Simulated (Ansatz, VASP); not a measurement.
# Two plane-wave programs on TiCo

```
Co Ti
1.0
     2.98611    0.00000    0.00000
     0.00000    2.98611    0.00000
     0.00000    0.00000    2.98611
Co Ti
1 1
Direct
  0.50000 0.50000 0.50000
  0.00000 0.00000 0.00000
```

Alike in both runs: task single point; functional PBE; k mesh 9 × 9 × 9; occupations gaussian, width 0.026 eV; collinear spin.

|  | VASP | Ansatz |
| --- | --- | --- |
| version | VASP 6.6.1 | Ansatz 0.2.0 |
| potentials or method | VASP PAW PBE potentials, release 64 (Co, Ti_sv) | Ansatz PAW |
| plane-wave cutoff (eV) | 520 | 420 |
| valence electrons in the cell | 21 | 29 |

VASP gave:

```
gap on the k mesh at the Fermi level (eV)                     : none
pressure (GPa)                                                : -1.0
net moment per atom (μB)                                      : 0.42
size of the moment on the site where the two differ most (μB) : 0.92
```

Q: What did Ansatz give for the same quantities?

A: gap on the k mesh at the Fermi level (eV): none; pressure (GPa): -0.5; net moment per atom (μB): 0.42; size of the moment on the site where the two differ most (μB): 0.94.

Site moments also hang on the region over which each program counts them. A gap of «none» marks a metal or a gap that the smearing closes. VASP's potentials hold 21 valence electrons a cell and Ansatz's 29, so a difference there can come from the potentials and not from the codes.
